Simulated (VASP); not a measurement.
Wanted: the native input for a VASP 6.6.1 run.

```
Task                   : single point
Functional             : PBEsol
Potentials or basis    : VASP PAW PBE potentials, release 64 (Al)
Cutoff                 : 520 eV
k mesh                 : 9 × 9 × 3
Occupations            : methfessel-paxton, width 0.05 eV
Spin                   : no spin polarisation
Dipole correction      : no
Further INCAR settings : ALGO = Normal; EDIFF = 1e-06; NBANDS = 14
```

The structure of Al lies in POSCAR:

```
Al
1.0
    2.7758969037      0.0000000000      0.0000000000
   -1.3879489428      2.4039977274      0.0000000000
    0.0000000000      0.0000000000      9.0196940255
Al
4
Direct
    0.0000000000      0.0000000000      0.0000000000
    0.3333333333      0.6666666667      0.2500000000
    0.0000000000      0.0000000000      0.5000000000
    0.6666666667      0.3333333333      0.7500000000
```

These files were run (other wordings do the same):

INCAR

```
PREC = Accurate ; ENCUT = 520
EDIFF = 1E-6 ; ISMEAR = 1
SIGMA = 0.05 ; LREAL = F
LASPH = T ; NELM = 80
ALGO = Normal ; ISIF = 2
LWAVE = F ; LCHARG = F
GGA = PS ; NBANDS = 14
```

KPOINTS

```
regular mesh
0
Gamma
  9 9 3
```

Potentials or basis: VASP PAW PBE potentials, release 64 (Al).

Run with:

```sh
$ cat potpaw_PBE.64/Al/POTCAR > POTCAR
$ mpirun -np 1 vasp_std > vasp.out
```

It gave:

```
Pressure               : 7.0 GPa
Band gap on the k mesh : zero (band 6 reaches 13.07 eV, above the bottom of band 7 at 7.54 eV)
```

Caveat: the PAW data sets were made with another functional, which shifts forces and pressure a little.

Wall time 7 s on 1 thread of Intel(R) Xeon(R) 6975P-C (Granite Rapids) (shared host), peak memory 0.18 GiB.
